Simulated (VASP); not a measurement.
A run of VASP 6.6.1:

File INCAR:

```
  PREC = Accurate
  ENCUT = 520
  EDIFF = 1E-6
  ISMEAR = 0
  SIGMA = 0.01
  LREAL = F
  LASPH = T
  NELM = 80
  ALGO = Normal
  ISIF = 2
  LWAVE = F
  LCHARG = F
  GGA = PE
  NBANDS = 28
```

KPOINTS

```
Automatic mesh
0
Gamma
  6 6 6
```

Contents of POSCAR:

```
BaZrO3
1.0
    4.2735440071      0.0000000000      0.0000000000
    0.0000000000      4.2735440071      0.0000000000
    0.0000000000      0.0000000000      4.2735440071
Ba Zr O
1 1 3
Direct
    0.0000000000      0.0000000000      0.0000000000
    0.5000000000      0.5000000000      0.5000000000
    0.0000000000      0.5000000000      0.5000000000
    0.5000000000      0.0000000000      0.5000000000
    0.5000000000      0.5000000000      0.0000000000
```

Potentials or basis: VASP PAW PBE potentials, release 64 (Ba_sv, Zr_sv, O).

The run is started by

```console
$ cat potpaw_PBE.64/Ba_sv/POTCAR potpaw_PBE.64/Zr_sv/POTCAR potpaw_PBE.64/O/POTCAR > POTCAR
$ mpirun -np 1 vasp_std > vasp.out
```

Hardware: 1 thread of AMD EPYC 9R45 96-Core Processor (Zen 5) (shared host).

**Question.** Estimate the wall time of this run.

**Answer.** Wall time 15 s on 1 thread of AMD EPYC 9R45 96-Core Processor (Zen 5), on a shared host, peak memory 0.17 GiB. Counts: scf iterations 14, k points 20.
